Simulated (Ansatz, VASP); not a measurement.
# KI in VASP and in Ansatz

File INCAR:

```
SYSTEM = KI
PREC = Accurate ; ENCUT = 500
EDIFF = 1E-6 ; ISMEAR = -1
SIGMA = 0.02 ; LREAL = .False.
LASPH = .True. ; NELM = 120
ALGO = Normal ; ISIF = 2
LWAVE = .False. ; LCHARG = .False.
GGA = PE ; NBANDS = 15
GGA_COMPAT = .False.
```

The input KPOINTS:

```
regular mesh
0
Gamma
  6 6 6
  0 0 0
```

File POSCAR:

```
KI
1.0
    4.3321399304      0.0411930897      0.0411930897
    0.0411930897      4.3321399304      0.0411930897
    0.0411930897      0.0411930897      4.3321399304
K I
1 1
Direct
    0.0000000000      0.0000000000      0.0000000000
    0.5000000000      0.5000000000      0.5000000000
```

Input for Ansatz:

```yaml
crystal:
  lattice:
    - [4.3321399304, 0.0411930897, 0.0411930897]
    - [0.0411930897, 4.3321399304, 0.0411930897]
    - [0.0411930897, 0.0411930897, 4.3321399304]
  atoms:
    - { symbol: K, position: [0.0, 0.0, 0.0] }
    - { symbol: I, position: [0.5, 0.5, 0.5] }
kpoints:
  mp_grid: { grid: [6, 6, 6] }
  band_path:
    path: [[0.0, 0.0, 0.0], [0.0, 0.5, 0.0], [0.5, 0.5, 0.0], [0.5, 0.5, 0.5]]
    npoints: 1
hamiltonian:
  xc: pbe
scf:
  occupations: { method: fermi_dirac, width: 0.02 }
  n_extra_bands: 4
output:
  forces: true
  stress: true
  eigenvalues: true
```

Change from the starting cell: shear_111 strain +2.9%.

Alike in both runs: task single point; functional PBE; k mesh 6 × 6 × 6; occupations fermi-dirac, width 0.02 eV; no spin polarisation.

|  | VASP | Ansatz |
| --- | --- | --- |
| version | VASP 6.6.1 | Ansatz 0.2.0 |
| potentials or method | VASP PAW PBE potentials, release 64 (K_sv, I) | plane waves, PAW |
| plane-wave cutoff (eV) | 500 | 420 |
| valence electrons in the cell | 16 | 26 |

Ansatz gave:

* gap on the k mesh at the Fermi level (eV): 3.27
* pressure (GPa): 0.1

What did VASP give for the same quantities?

gap on the k mesh at the Fermi level (eV): 3.26; pressure (GPa): 0.1.

VASP's potentials hold 16 valence electrons a cell and Ansatz's 26, so a difference there can come from the potentials and not from the codes.

Spin-orbit coupling is off throughout.
